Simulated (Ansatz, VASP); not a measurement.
## WC: VASP beside Ansatz

```xyz
2
Lattice="2.8167 0.0000 0.0000 -1.4084 2.4393 0.0000 0.0000 0.0000 4.0804" Properties=species:S:1:pos:R:3 pbc="T T T"
W     0.0000    0.0000    3.2929
C     0.0000    0.0000    1.2528
```

Alike in both runs: functional PBE; k mesh 6 × 6 × 7; occupations gaussian, width 0.2 eV; no spin polarisation.

Ansatz relaxed the structure, and its values are those at the end. VASP's run is a single point on that final structure, the one shown.

```csv
,VASP,Ansatz
version,VASP 6.6.1,Ansatz 0.2.0
potentials or method,"VASP PAW PBE potentials, release 64 (W_sv, C), cutoff 600 eV","scalar-relativistic, plane waves, PAW"
valence electrons in the cell,18,18
```

|  | VASP | Ansatz | Ansatz less VASP |
| --- | --- | --- | --- |
| gap on the k mesh at the Fermi level (eV) | none | none | - |
| pressure (GPa) | 0.4 | 0.1 | -0.34 |

A gap of «none» marks a metal or a gap that the smearing closes. With one functional, cell and mesh, what is left measures potentials, basis and numerics.

The k mesh is coarse, so the values compare programs but aren't converged. Spin-orbit coupling is off throughout.
